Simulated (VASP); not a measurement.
Set up this calculation in VASP 6.6.1, as the native input.

```yaml
Task: single point
Functional: LDA
Potentials_or_basis: VASP PAW LDA potentials, release 64 (Pd)
Cutoff: 520 eV
k_mesh: 10 × 10 × 10
Occupations: fermi-dirac, width 0.1 eV
Spin: no spin polarisation
Dipole_correction: no
Further_INCAR_settings: ALGO = Normal; EDIFF = 1e-06; NBANDS = 17
```

The structure of Pd lies in POSCAR:

```
Pd
1.0
    0.0000000000      2.8091345367      2.8091345367
    2.8091345367      0.0000000000      2.8091345367
    2.8091345367      2.8091345367      0.0000000000
Pd
2
Direct
    0.1250000000      0.1250000000      0.1250000000
    0.8750000000      0.8750000000      0.8750000000
```

The input as run:

INCAR

```
ALGO = Normal
EDIFF = 1E-6
ENCUT = 520
GGA = CA
ISIF = 2
ISMEAR = -1
LASPH = True
LCHARG = False
LREAL = False
LWAVE = False
NBANDS = 17
NELM = 80
PREC = Accurate
SIGMA = 0.1
```

KPOINTS

```
k-points
0
Gamma
  10 10 10
```

Potentials or basis: VASP PAW LDA potentials, release 64 (Pd).

Launch:

```bash
$ cat potpaw_LDA.64/Pd/POTCAR > POTCAR
$ mpirun -np 1 vasp_std > vasp.out
```

Results of the run:

* Pressure: -0.2 GPa
* Band gap on the k mesh: zero (band 10 reaches 4.78 eV, above the bottom of band 11 at 4.37 eV)

Wall time 20 s on 1 thread of Intel(R) Xeon(R) Platinum 8488C (Sapphire Rapids), on a shared host, peak memory 0.16 GiB.
